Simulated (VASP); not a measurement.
# MgO (P-6m2) in VASP: further runs, part 2 of 2

VASP 6.6.1. The steps go on from the part before.

## Step 5: Single point, PBE+U

INCAR

```
PREC = Accurate ; ENCUT = 600
EDIFF = 1E-6 ; ISMEAR = 0
SIGMA = 0.1 ; LREAL = F
LASPH = T ; NELM = 200
ALGO = Normal ; ISIF = 2
LWAVE = F ; LCHARG = F
LDAU = T ; LDAUTYPE = 2
LDAUL = -1 1 ; LDAUU = 0 5.9
LDAUJ = 0 0 ; LDAUPRINT = 1
GGA = PE ; NBANDS = 11
GGA_COMPAT = F
```

KPOINTS

```
regular mesh
0
Gamma
  6 6 6
```

POSCAR

```
MgO
1.0
    2.9380209034      0.0000000000      0.0000000000
   -1.4690104517      2.5444007392      0.0000000000
    0.0000000000      0.0000000000      2.6796800000
Mg O
1 1
Direct
    0.0000000000      0.0000000000      0.0000000000
    0.3333333333      0.6666666667      0.5000000000
```

Potentials or basis: VASP PAW PBE potentials, release 64 (Mg, O).

The run is started by

```sh
cat potpaw_PBE.64/Mg/POTCAR potpaw_PBE.64/O/POTCAR > POTCAR
mpirun -np 1 vasp_std > vasp.out
```

OUTCAR:

```text
PREC = Accurate
   ENCUT = 600
   EDIFF = 1E-6
   ISMEAR = 0
   LREAL = F
   LASPH = T
   NELM = 200
   ISIF = 2
   GGA = PE

 ion  position               nearest neighbor table
   1  0.000  0.000  0.000-   2 2.16   2 2.16   2 2.16   2 2.16   2 2.16   2 2.16
   2  0.333  0.667  0.500-   1 2.16   1 2.16   1 2.16   1 2.16   1 2.16   1 2.16

  LATTYP: Found a hexagonal cell.
 ALAT       =     2.9380209034
 C/A-ratio  =     0.9120697531

  Lattice vectors:

 A1 = (   2.9380209034,   0.0000000000,   0.0000000000)
 A2 = (  -1.4690104517,   2.5444007392,   0.0000000000)
 A3 = (   0.0000000000,   0.0000000000,   2.6796800000)

Analysis of symmetry for initial positions (statically):
=====================================================================
 Subroutine PRICEL returns:
 Original cell was already a primitive cell.

 Routine SETGRP: Setting up the symmetry group for a
 hexagonal supercell.

 Subroutine GETGRP returns: Found 12 space group operations
 (whereof 12 operations were pure point group operations)
 out of a pool of 24 trial point group operations.

The static configuration has the point symmetry D_3h.

Analysis of symmetry for dynamics (positions and initial velocities):
=====================================================================
 Subroutine PRICEL returns:
 Original cell was already a primitive cell.

 Routine SETGRP: Setting up the symmetry group for a
 hexagonal supercell.

 Subroutine GETGRP returns: Found 12 space group operations
 (whereof 12 operations were pure point group operations)
 out of a pool of 24 trial point group operations.

The dynamic configuration has the point symmetry D_3h.

 Subroutine INISYM returns: Found 12 space group operations
 (whereof 12 operations are pure point group operations),
 and found     1 'primitive' translations

[... 123 lines left out ...]
   GGA     = PE    functional components
   LHFCALC =     F    Hartree Fock is set to
   AEXX    =    0.0000 exact exchange contribution
   IVDW    =     0    specifies the selected vdW correction
   LEPSILON=     F    determine dielectric tensor
   LRPA    =     F    only Hartree local field effects (RPA)
 non-spin polarized calculation
 Gauss-broadening in eV      SIGMA  =   0.10
  energy-cutoff  :      600.00
  volume of cell :       20.03
 maximum number of plane-waves:       684
 NGX is ok and might be reduce to    24
   NGX = 11   NGY = 11   NGZ = 11

 number of electron       7.9999996 magnetization

 Free energy of the ion-electron system (eV)
  ---------------------------------------------------
  ext. energy  EPLUGINS =         0.00000000
  ---------------------------------------------------
  free energy    TOTEN  =        -6.96969464 eV

  energy without entropy =       -6.96969464  energy(sigma->0) =       -6.96969464

 E-fermi :   3.6410     XC(G=0): -10.7026

 val. band max:        3.0824028295   @ k =   0.3333   0.3333   0.0000
 cond. band min:       6.3690661526   @ k =   0.0000   0.0000   0.0000
 fundamental gap:      3.2866633231
 Fermi energy:         3.6409960537

 k-point     1 :       0.0000    0.0000    0.0000
  band No.  band energies     occupation
      1     -13.9254      2.00000
      2       2.5122      2.00000
      3       2.5122      2.00000
      4       2.6912      2.00000
      5       6.3691      0.00000
      6      15.1941      0.00000
      7      18.8738      0.00000
      8      18.8738      0.00000
      9      23.1477      0.00000
     10      24.1300      0.00000
     11      25.7592      0.00000
[... 309 lines left out ...]
 k-point    24 :       0.3333    0.0000    0.5000
  band No.  band energies     occupation
      1     -12.2998      2.00000
      2      -1.0249      2.00000
      3       0.5089      2.00000
      4       2.4612      2.00000
      5       9.9059      0.00000
      6      14.4792      0.00000
      7      17.8810      0.00000
      8      17.8866      0.00000
      9      18.8886      0.00000
     10      24.5443      0.00000
     11      24.8868      0.00000

 [... further k-points ...]

------------------------ aborting loop because EDIFF is reached ----------------------------------------

  FORCE on cell =-STRESS in cart. coord.  units (eV):
  Direction    XX          YY          ZZ          XY          YZ          ZX
  --------------------------------------------------------------------------------------
  -------------------------------------------------------------------------------------
  Total       -0.4196041     -0.4196041     -0.5322024      0.0000000      0.0000000      0.0000000
  in kB      -33.5603854    -33.5603854    -42.5661180      0.0000000      0.0000000      0.0000000
  external PRESSURE =     -36.5622962 kB  Pullay stress =       0.0000000 kB

 VOLUME and BASIS-vectors are now :
 -----------------------------------------------------------------------------
  energy-cutoff  :      600.00
  volume of cell :       20.03
      direct lattice vectors                 reciprocal lattice vectors
     2.938020903  0.000000000  0.000000000     0.340365175  0.196509926  0.000000000
    -1.469010452  2.544400739  0.000000000     0.000000000  0.393019851  0.000000000
     0.000000000  0.000000000  2.679680000     0.000000000  0.000000000  0.373178887

 POSITION                                       TOTAL-FORCE (eV/Angst)
 -----------------------------------------------------------------------------------
      0.00000      0.00000      0.00000         0.000000      0.000000      0.000000
     -0.00000      1.69627      1.33984        -0.000000      0.000000      0.000000
 -----------------------------------------------------------------------------------
    total drift:                                0.000000     -0.000000     -0.000000

  FREE ENERGIE OF THE ION-ELECTRON SYSTEM (eV)
  ---------------------------------------------------
  free  energy   TOTEN  =        -6.9696946386 eV

  energy  without entropy=       -6.9696946386  energy(sigma->0) =       -6.96969464
```

OSZICAR:

```text
N       E                     dE             d eps       ncg     rms          rms(c)
DAV:   1     0.260390189008E+02    0.26039E+02   -0.46795E+03   704   0.706E+02
DAV:   2    -0.760462927463E+01   -0.33644E+02   -0.32601E+02   722   0.151E+02
DAV:   3    -0.848837673656E+01   -0.88375E+00   -0.88305E+00   738   0.224E+01
DAV:   4    -0.849070039185E+01   -0.23237E-02   -0.23236E-02   684   0.132E+00
DAV:   5    -0.849070857673E+01   -0.81849E-05   -0.81849E-05   723   0.766E-02    0.730E+00
DAV:   6    -0.699731001247E+01    0.14934E+01   -0.81503E+00   619   0.162E+01    0.223E+00
DAV:   7    -0.698009244581E+01    0.17218E-01   -0.49177E-02   675   0.196E+00    0.136E+00
DAV:   8    -0.696954028258E+01    0.10552E-01   -0.25332E-02   634   0.156E+00    0.196E-01
DAV:   9    -0.696948365093E+01    0.56632E-04   -0.35479E-04   718   0.132E-01    0.134E-01
DAV:  10    -0.696969667748E+01   -0.21303E-03   -0.35949E-04   637   0.129E-01    0.186E-02
DAV:  11    -0.696969326064E+01    0.34168E-05   -0.23672E-05   691   0.339E-02    0.616E-03
DAV:  12    -0.696969449717E+01   -0.12365E-05   -0.10882E-06   669   0.813E-03    0.163E-03
DAV:  13    -0.696969463856E+01   -0.14139E-06   -0.19053E-07   335   0.303E-03
   1 F= -.69696946E+01 E0= -.69696946E+01  d E =-.151588E-16
```

It took 5.9 s on 1 thread of Intel Xeon Platinum 8488C (Sapphire Rapids), shared host; peak memory 0.14 GiB.

Results:

| Property | Result |
| --- | --- |
| Free energy | -6.9697 eV |
| Pressure | -3.7 GPa |
| Band gap on the k mesh | 3.29 eV (least direct gap 3.68 eV) |

Stress tensor (GPa, compression positive):
```
-3.36  0.00  0.00
 0.00 -3.36  0.00
 0.00  0.00 -4.26
```

Levels at points of the mesh, in eV from the valence-band top:
| k point | band 1 | band 2 | band 3 | band 4 | band 5 | band 6 | band 7 | band 8 | band 9 |
| --- | --- | --- | --- | --- | --- | --- | --- | --- | --- |
| (0.00, 0.00, 0.00) | -17.01 | -0.57 | -0.57 | -0.39 | 3.29 | 12.11 | 15.79 | 15.79 | 20.07 |
| (0.50, 0.00, 0.00) | -15.95 | -4.77 | -1.27 | -0.05 | 6.83 | 10.66 | 13.34 | 17.96 | 19.09 |
| (0.00, 0.00, 0.50) | -15.92 | -5.24 | -0.07 | -0.07 | 8.56 | 9.10 | 17.79 | 17.79 | 18.75 |
| (0.50, 0.00, 0.50) | -15.18 | -3.64 | -3.27 | -0.79 | 6.04 | 11.66 | 14.11 | 14.99 | 15.43 |

Caveat: the cell stands under tension. A k mesh can miss the band edges.

## Step 6: Single point, PBE+D3(BJ)+U

INCAR

```
SYSTEM = MgO
PREC     = Accurate       ! precision mode
ENCUT    = 600            ! plane-wave cutoff, eV
EDIFF    = 1E-6           ! SCF threshold, eV
ISMEAR   = 0              ! smearing method
SIGMA    = 0.1            ! smearing width, eV
LREAL    = .FALSE.        ! projectors in reciprocal space
LASPH    = .TRUE.         ! aspherical terms in the spheres
NELM     = 200            ! most SCF steps
ALGO     = Normal         ! electronic algorithm
ISIF     = 2              ! what is computed and relaxed
LWAVE    = .FALSE.        ! write WAVECAR
LCHARG   = .FALSE.        ! write CHGCAR
LDAU     = .TRUE.         ! DFT+U
LDAUTYPE = 2            
LDAUL    = -1 1           ! shell
LDAUU    = 0 8.2          ! U, eV
LDAUJ    = 0 0          
LDAUPRINT= 1            
GGA      = PE             ! functional
IVDW     = 12             ! dispersion correction
NBANDS   = 11             ! bands
GGA_COMPAT= .FALSE.
```

KPOINTS

```
regular mesh
0
G
  6 6 6
  0 0 0
```

POSCAR is that of step 5.

Potentials or basis: VASP PAW PBE potentials, release 64 (Mg, O).

The run is started by

```sh
cat potpaw_PBE.64/Mg/POTCAR potpaw_PBE.64/O/POTCAR > POTCAR
mpirun -np 1 vasp_std > vasp.out
```

Run time: 5.8 s. Hardware: 1 thread of Intel Xeon Platinum 8488C (Sapphire Rapids), shared host; peak memory 0.15 GiB.

It converged, with:

| Property | Result |
| --- | --- |
| Free energy | -5.8628 eV |
| Pressure | -9.3 GPa |
| Band gap on the k mesh | 3.41 eV (least direct gap 3.80 eV) |
| Dispersion energy per atom | -0.274 eV |

Stress tensor (GPa, compression positive):
```
 -8.87   0.00   0.00
  0.00  -8.87   0.00
  0.00   0.00 -10.12
```

Levels at points of the mesh, in eV from the valence-band top:
```tsv
k point	band 1	band 2	band 3	band 4	band 5	band 6	band 7	band 8
(0.00, 0.00, 0.00)	-16.82	-0.56	-0.56	-0.39	3.41	12.22	15.89	15.89
(0.50, 0.00, 0.00)	-15.76	-4.72	-1.25	-0.05	6.93	10.72	13.46	18.03
(0.00, 0.00, 0.50)	-15.72	-5.20	-0.06	-0.06	8.69	9.15	17.89	17.89
(0.50, 0.00, 0.50)	-14.98	-3.61	-3.23	-0.77	6.13	11.77	14.17	15.05
```

Caveat: the cell stands under tension. A k mesh can miss the band edges.

## Step 7: Summary

| level | potentials or basis | U | smearing | gap on the mesh (eV) | pressure (GPa) |
| --- | --- | --- | --- | --- | --- |
| PBE+U | VASP PAW PBE potentials, release 64 (Mg, O) | O p U = 6.8 eV | gaussian 0.01 eV | 3.33 | -4.1 |
| PBEsol+U | VASP PAW PBE potentials, release 64 (Mg, O) | O p U = 3.9 eV | gaussian 0.1 eV | 3.10 | -6.2 |
| LDA+U | VASP PAW LDA potentials, release 64 (Mg, O) | O p U = 3.4 eV | gaussian 0.1 eV | 3.10 | -12.7 |
| PBE+U | VASP PAW PBE potentials, release 64 (Mg, O) | O p U = 5.9 eV | gaussian 0.1 eV | 3.29 | -3.7 |
| PBE+D3(BJ)+U | VASP PAW PBE potentials, release 64 (Mg, O) | O p U = 8.2 eV | gaussian 0.1 eV | 3.41 | -9.3 |

Alike in all rows: task single point; no spin polarisation; cell as given; k mesh 6 × 6 × 6; cutoff (eV) 600.

Caveats: the cell stands under tension; the PAW data sets were made with another functional, which shifts forces and pressure a little (at least some runs).

Total energies depend on the potentials used, so only differences within one code and one set of settings carry meaning.
